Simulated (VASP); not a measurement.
Write the native input for VASP 6.6.1 that does the following.

- Task: single point
- Functional: LDA
- Potentials or basis: VASP PAW LDA potentials, release 64 (Os)
- Cutoff: 520 eV
- k mesh: 13 × 13 × 8
- Occupations: gaussian, width 0.3 eV
- Spin: no spin polarisation
- Dipole correction: no
- Further INCAR settings: ALGO = Normal; EDIFF = 1e-07; NBANDS = 15

The structure of Os lies in POSCAR:

```
Os
1.0
    2.7175247593      0.0000000000      0.0000000000
   -1.3587623796      2.3534454770      0.0000000000
    0.0000000000      0.0000000000      4.2844606214
Os
2
Direct
    0.3333333333      0.6666666667      0.2500000000
    0.6666666667      0.3333333333      0.7500000000
```

The input as run:

INCAR

```
SYSTEM = Os
PREC = Accurate
ENCUT = 520
EDIFF = 1E-7
ISMEAR = 0
SIGMA = 0.3
LREAL = .False.
LASPH = .True.
NELM = 80
ALGO = Normal
ISIF = 2
LWAVE = .False.
LCHARG = .False.
GGA = CA
NBANDS = 15
```

KPOINTS

```
Automatic mesh
0
Gamma
  13 13 8
  0 0 0
```

Potentials or basis: VASP PAW LDA potentials, release 64 (Os).

Run with:

```bash
$ cat potpaw_LDA.64/Os/POTCAR > POTCAR
$ mpirun -np 1 vasp_std > vasp.out
```

Results of the run:

```yaml
Pressure: 1.1 GPa
Band_gap_on_the_k_mesh: zero (band 8 reaches 11.84 eV, above the bottom of band 9 at 7.90 eV)
```

Caveat: spin-orbit coupling is left out, which moves the levels of the heavy elements.

It took 28 s on 1 thread of Intel(R) Xeon(R) Platinum 8259CL CPU @ 2.50GHz (Skylake/Cascade Lake), with other jobs on the host, peak memory 0.15 GiB.
